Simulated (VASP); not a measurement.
# Sb (Pm-3m) in VASP: single point with PBEsol

Aim: the single point of Sb with PBEsol.

All numbers are computed with VASP 6.6.1; they aren't measurements. Logs are shortened: lines on timing, memory, paths and dates and some standing lists are left out, and cuts for length are marked.

**1. The cell of the first run**

Symmetry: Pm-3m, No. 221, cubic system. The conventional cell has a = 2.978 Å, b = 2.978 Å, c = 2.978 Å, α = 90.00°, β = 90.00°, γ = 90.00°. Within 3.9 Å of Sb (site symmetry m-3m) lie 6 Sb at 2.98 Å.

**2. Single point, PBEsol (volume scaled by 0.92)**

Input file INCAR:

```
SYSTEM = Sb
PREC = Accurate ; ENCUT = 520
EDIFF = 1E-6 ; ISMEAR = -1
SIGMA = 0.05 ; LREAL = .False.
LASPH = .True. ; NELM = 80
ALGO = Normal ; ISIF = 2
LWAVE = .False. ; LCHARG = .False.
GGA = PS ; NBANDS = 8
```

Input file KPOINTS:

```
Automatic mesh
0
Gamma
  14 14 14
  0 0 0
```

Input file POSCAR:

```
Sb
1.0
    2.9776475891      0.0000000000      0.0000000000
    0.0000000000      2.9776475891      0.0000000000
    0.0000000000      0.0000000000      2.9776475891
Sb
1
Direct
    0.0000000000      0.0000000000      0.0000000000
```

Potentials or basis: VASP PAW PBE potentials, release 64 (Sb).

Run with:

```console
> cat potpaw_PBE.64/Sb/POTCAR > POTCAR
> mpirun -np 1 vasp_std > vasp.out
```

OUTCAR:

```text
SYSTEM = Sb
   PREC = Accurate
   ENCUT = 520
   EDIFF = 1E-6
   ISMEAR = -1
   LREAL = .False.
   LASPH = .True.
   NELM = 80
   ISIF = 2
   GGA = PS

 ion  position               nearest neighbor table
   1  0.000  0.000  0.000-

  LATTYP: Found a simple cubic cell.
 ALAT       =     2.9776475891

  Lattice vectors:

 A1 = (   2.9776475891,   0.0000000000,   0.0000000000)
 A2 = (   0.0000000000,   2.9776475891,   0.0000000000)
 A3 = (   0.0000000000,   0.0000000000,   2.9776475891)

Analysis of symmetry for initial positions (statically):
=====================================================================
 Subroutine PRICEL returns:
 Original cell was already a primitive cell.

 Routine SETGRP: Setting up the symmetry group for a
 simple cubic supercell.

 Subroutine GETGRP returns: Found 48 space group operations
[... 9 lines left out ...]

 Routine SETGRP: Setting up the symmetry group for a
 simple cubic supercell.

 Subroutine GETGRP returns: Found 48 space group operations
[... 11 lines left out ...]
                                     Primitive cell

  volume of cell :      26.4010

  direct lattice vectors                    reciprocal lattice vectors
     2.977647589  0.000000000  0.000000000     0.335835578  0.000000000  0.000000000
     0.000000000  2.977647589  0.000000000     0.000000000  0.335835578  0.000000000
     0.000000000  0.000000000  2.977647589     0.000000000  0.000000000  0.335835578

  length of vectors
     2.977647589  2.977647589  2.977647589     0.335835578  0.335835578  0.335835578

  position of ions in fractional coordinates (direct lattice)
     0.000000000  0.000000000  0.000000000

  ion indices of the primitive-cell ions
   primitive index   ion index
                 1           1

----------------------------------------------------------------------------------------

 KPOINTS: Automatic mesh

Automatic generation of k-mesh.
 Grid dimensions read from file:
 generate k-points for:   14   14   14

 Generating k-lattice:

  Cartesian coordinates                     Fractional coordinates (reciprocal lattice)
     0.023988256  0.000000000  0.000000000     0.071428571  0.000000000  0.000000000
     0.000000000  0.023988256  0.000000000     0.000000000  0.071428571  0.000000000
     0.000000000  0.000000000  0.023988256     0.000000000  0.000000000  0.071428571

  Length of vectors
     0.023988256  0.023988256  0.023988256

  Shift w.r.t. Gamma in fractional coordinates (k-lattice)
     0.000000000  0.000000000  0.000000000

 Subroutine IBZKPT returns following result:
 ===========================================

 Found    120 irreducible k-points:

 Following reciprocal coordinates:
            Coordinates               Weight
  0.000000  0.000000  0.000000      1.000000
  0.071429  0.000000  0.000000      6.000000
  0.142857  0.000000  0.000000      6.000000
  0.214286  0.000000  0.000000      6.000000
  0.285714  0.000000  0.000000      6.000000
  0.357143  0.000000  0.000000      6.000000
[... 16 lines left out ...]
  0.285714  0.214286  0.000000     24.000000
  0.357143  0.214286  0.000000     24.000000
 [... further k-points ...]
   k-points           NKPTS =    120   k-points in BZ     NKDIM =    120   number of bands    NBANDS=      8
   number of dos      NEDOS =    301   number of ions     NIONS =      1
   total plane-waves  NPLWV =  13824
   dimension x,y,z NGX =    24 NGY =   24 NGZ =   24
   dimension x,y,z NGXF=    48 NGYF=   48 NGZF=   48
   ions per type =               1
   NGX,Y,Z   is equivalent  to a cutoff of  13.40, 13.40, 13.40 a.u.
   NGXF,Y,Z  is equivalent  to a cutoff of  26.80, 26.80, 26.80 a.u.
 SYSTEM =  Sb
   PREC   = accura    normal or accurate (medium, high low for compatibility)
   ISTART =      0    job   : 0-new  1-cont  2-samecut
   ICHARG =      2    charge: 1-file 2-atom 10-const
   ISPIN  =      1    spin polarized calculation?
   LNONCOLLINEAR =      F non collinear calculations
   LSORBIT =      F    spin-orbit coupling
   LASPH  =      T    aspherical Exc in radial PAW
   ENCUT  =  520.0 eV  38.22 Ry    6.18 a.u.   5.54  5.54  5.54*2*pi/ulx,y,z
   NELM   =     80;   NELMIN=  2; NELMDL= -5     # of ELM steps
   EDIFF  = 0.1E-05   stopping-criterion for ELM
   LREAL  =      F    real-space projection
   EDIFFG = 0.1E-04   stopping-criterion for IOM
   NSW    =      0    number of steps for IOM
   IBRION =     -1    ionic relax: 0-MD 1-quasi-New 2-CG
   NFREE  =      0    steps in history (QN), initial steepest desc. (CG)
   ISIF   =      2    stress and relaxation
   ISYM   =      2    0-nonsym 1-usesym 2-fastsym
   POTIM  = 0.5000    time-step for ionic-motion
   TEBEG  =    0.0;   TEEND  =   0.0 temperature during run
   PSTRESS=    0.0 pullay stress
   NELECT =       5.0000    total number of electrons
   NUPDOWN=      -1.0000    fix difference up-down
   EMIN   =  10.00;   EMAX   =-10.00  energy-range for DOS
   EFERMI =   0.00;   METHOD = LEGACY
   ISMEAR =    -1;   SIGMA  =   0.05  broadening in eV -4-tet -1-fermi 0-gaus
   EFERMI_NEDOS =   21; number of points for ismear=-14 and -15
   IALGO  =     38    algorithm
   IMIX   =      4    mixing-type and parameters
     AMIX     =   0.40;   BMIX     =  1.00
     AMIX_MAG =   1.60;   BMIX_MAG =  1.00
  volume/ion in A,a.u.               =      26.40       178.16
  Fermi-wavevector in a.u.,A,eV,Ry     =   0.940138  1.776603 12.025634  0.883859
  Thomas-Fermi vector in A             =   2.067520
   LORBIT       =      0    0 simple, 1 ext, 2 COOP (PROOUT), +10 PAW based schemes
   GGA     = PS    functional components
   LHFCALC =     F    Hartree Fock is set to
   AEXX    =    0.0000 exact exchange contribution
   IVDW    =     0    specifies the selected vdW correction
   LEPSILON=     F    determine dielectric tensor
   LRPA    =     F    only Hartree local field effects (RPA)
 non-spin polarized calculation
  energy-cutoff  :      520.00
  volume of cell :       26.40
 maximum number of plane-waves:       739
 NGX is ok and might be reduce to    24
   NGX = 11   NGY = 11   NGZ = 11

 number of electron       5.0000001 magnetization

 Free energy of the ion-electron system (eV)
  ---------------------------------------------------
  ext. energy  EPLUGINS =         0.00000000
  ---------------------------------------------------
  free energy    TOTEN  =        -4.49525746 eV

  energy without entropy =       -4.49070987  energy(sigma->0) =       -4.49298366

 E-fermi :   8.5910     XC(G=0): -10.2764

 val. band max:        8.5228819602   @ k =   0.2143   0.2143   0.1429
 cond. band min:       8.5927266295   @ k =   0.2857   0.2143   0.0714
 fundamental gap:      0.0698446693
 Fermi energy:         8.5909913098

 k-point     1 :       0.0000    0.0000    0.0000
  band No.  band energies     occupation
      1      -4.7991      2.00000
      2      12.1813      0.00000
      3      12.1813      0.00000
      4      12.1813      0.00000
      5      15.6991      0.00000
      6      15.6991      0.00000
      7      17.5222      0.00000
      8      27.0291      0.00000

 k-point     2 :       0.0714    0.0000    0.0000
  band No.  band energies     occupation
      1      -4.7152      2.00000
      2      11.0894      0.00000
      3      12.2673      0.00000
      4      12.2673      0.00000
      5      15.7611      0.00000
      6      16.3937      0.00000
      7      18.0769      0.00000
      8      26.3202      0.00000

 k-point     3 :       0.1429    0.0000    0.0000
  band No.  band energies     occupation
      1      -4.4651      2.00000
      2       9.1725      0.00002
      3      12.5196      0.00000
      4      12.5196      0.00000
      5      15.9465      0.00000
      6      16.9558      0.00000
      7      19.8912      0.00000
      8      25.1106      0.00000

 k-point     4 :       0.2143    0.0000    0.0000
  band No.  band energies     occupation
      1      -4.0546      2.00000
      2       7.2196      2.00000
      3      12.9194      0.00000
      4      12.9194      0.00000
      5      16.2535      0.00000
      6      17.3625      0.00000
      7      22.1334      0.00000
      8      23.8343      0.00000

 k-point     5 :       0.2857    0.0000    0.0000
  band No.  band energies     occupation
      1      -3.4992      2.00000
      2       5.4037      2.00000
      3      13.4289      0.00000
      4      13.4289      0.00000
      5      16.6764      0.00000
      6      17.8398      0.00000
      7      22.6070      0.00000
      8      22.6070      0.00000

 k-point     6 :       0.3571    0.0000    0.0000
  band No.  band energies     occupation
      1      -2.8411      2.00000
      2       3.8203      2.00000
      3      13.9778      0.00000
      4      13.9778      0.00000
      5      17.1967      0.00000
      6      18.4211      0.00000
      7      21.5299      0.00000
      8      21.5302      0.00000

 k-point     7 :       0.4286    0.0000    0.0000
  band No.  band energies     occupation
      1      -2.2022      2.00000
      2       2.6175      2.00000
      3      14.4385      0.00000
      4      14.4385      0.00000
      5      17.7454      0.00000
      6      19.0633      0.00000
      7      20.5542      0.00000
      8      20.7467      0.00000
[... 133 lines left out ...]
 k-point    20 :       0.4286    0.1429    0.0000
  band No.  band energies     occupation
      1      -1.8646      2.00000
      2       2.9357      2.00000
      3      11.5578      0.00000
      4      14.7935      0.00000
      5      16.5110      0.00000
      6      18.7906      0.00000
      7      20.6501      0.00000
      8      20.9842      0.00000

 k-point    21 :       0.5000    0.1429    0.0000
  band No.  band energies     occupation
      1      -1.5575      2.00000
      2       2.4395      2.00000
      3      11.7936      0.00000
      4      14.9853      0.00000
      5      16.1520      0.00000
      6      19.2850      0.00000
      7      20.1121      0.00000
      8      20.6858      0.00000

 k-point    22 :       0.2143    0.2143    0.0000
  band No.  band energies     occupation
      1      -3.3092      2.00000
      2       7.6625      2.00000
      3       8.2399      1.99822
      4      13.6663      0.00000
      5      17.2637      0.00000
      6      18.7877      0.00000
      7      21.9591      0.00000
      8      23.3190      0.00000

 k-point    23 :       0.2857    0.2143    0.0000
  band No.  band energies     occupation
      1      -2.7525      2.00000
      2       6.0907      2.00000
      3       8.5149      1.64157
      4      14.1828      0.00000
      5      16.9294      0.00000
      6      18.0803      0.00000
      7      22.6288      0.00000
      8      23.1181      0.00000

 k-point    24 :       0.3571    0.2143    0.0000
  band No.  band energies     occupation
      1      -2.0914      2.00000
      2       4.5202      2.00000
      3       9.0876      0.00010
      4      14.7410      0.00000
      5      15.7417      0.00000
      6      18.5317      0.00000
      7      22.0563      0.00000
      8      22.1306      0.00000

 [... further k-points ...]
[... 5 lines left out ...]
  --------------------------------------------------------------------------------------
  -------------------------------------------------------------------------------------
  Total        1.0495313      1.0495313      1.0495313     -0.0000000     -0.0000000      0.0000000
  in kB       63.6921741     63.6921741     63.6921741     -0.0000000     -0.0000000      0.0000000
  external PRESSURE =      63.6921741 kB  Pullay stress =       0.0000000 kB

 VOLUME and BASIS-vectors are now :
 -----------------------------------------------------------------------------
  energy-cutoff  :      520.00
  volume of cell :       26.40
      direct lattice vectors                 reciprocal lattice vectors
     2.977647589  0.000000000  0.000000000     0.335835578  0.000000000  0.000000000
     0.000000000  2.977647589  0.000000000     0.000000000  0.335835578  0.000000000
     0.000000000  0.000000000  2.977647589     0.000000000  0.000000000  0.335835578

 POSITION                                       TOTAL-FORCE (eV/Angst)
 -----------------------------------------------------------------------------------
      0.00000      0.00000      0.00000         0.000000      0.000000      0.000000
 -----------------------------------------------------------------------------------
    total drift:                                0.000000      0.000000      0.000000

  FREE ENERGIE OF THE ION-ELECTRON SYSTEM (eV)
  ---------------------------------------------------
  free  energy   TOTEN  =        -4.4952574625 eV

  energy  without entropy=       -4.4907098675  energy(sigma->0) =       -4.49298366
```

Wall time 7 s (1 thread of AMD EPYC 9R45 (Zen 5), shared host); peak memory 0.12 GiB.

What came out:

```
Free energy : -4.4953 eV
Pressure    : 6.4 GPa
```

Caveat: the PAW data sets were made with another functional, which shifts forces and pressure a little; spin-orbit coupling is left out, which moves the levels of the heavy elements.
